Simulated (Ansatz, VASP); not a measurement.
**One calculation of SiC, two programs**

```
Si C
1.0
    -3.09177    0.00000    0.00000
     1.54588   -2.67755    0.00000
    -1.15941    0.66939   10.14804
Si C
4 4
Direct
  0.44016 0.55984 0.90603
  0.56516 0.43484 0.40603
  0.29433 0.70567 0.15603
  0.16933 0.83067 0.65603
  0.64317 0.35683 0.09397
  0.51817 0.48183 0.59397
  0.24734 0.75266 0.34397
  0.12234 0.87766 0.84397
```

Alike in both runs: task single point; functional PBE; k mesh 10 × 10 × 3; occupations gaussian, width 0.05 eV; no spin polarisation.

```csv
,VASP,Ansatz
version,VASP 6.6.1,Ansatz 0.2.0
potentials or method,"VASP PAW PBE potentials, release 64 (Si, C), cutoff 520 eV","scalar-relativistic, plane waves, PAW"
valence electrons in the cell,32,32
```

Ansatz gave:

```
gap on the k mesh at the Fermi level (eV)                     : 0.36
least direct gap on the mesh (eV)                             : 1.19
pressure (GPa)                                                : -1.9
traceless stress, the component that is largest in VASP (GPa) : 4.22
rms of the force components (eV/Å)                            : 0.370
```

Q: Estimate VASP's values.

A: gap on the k mesh at the Fermi level (eV): 0.35; least direct gap on the mesh (eV): 1.18; pressure (GPa): -1.9; traceless stress, the component that is largest in VASP (GPa): 4.18; rms of the force components (eV/Å): 0.370.

Atom by atom the forces differ by 0.004 eV/Å (rms over components). With one functional, cell and mesh, what is left measures potentials, basis and numerics.
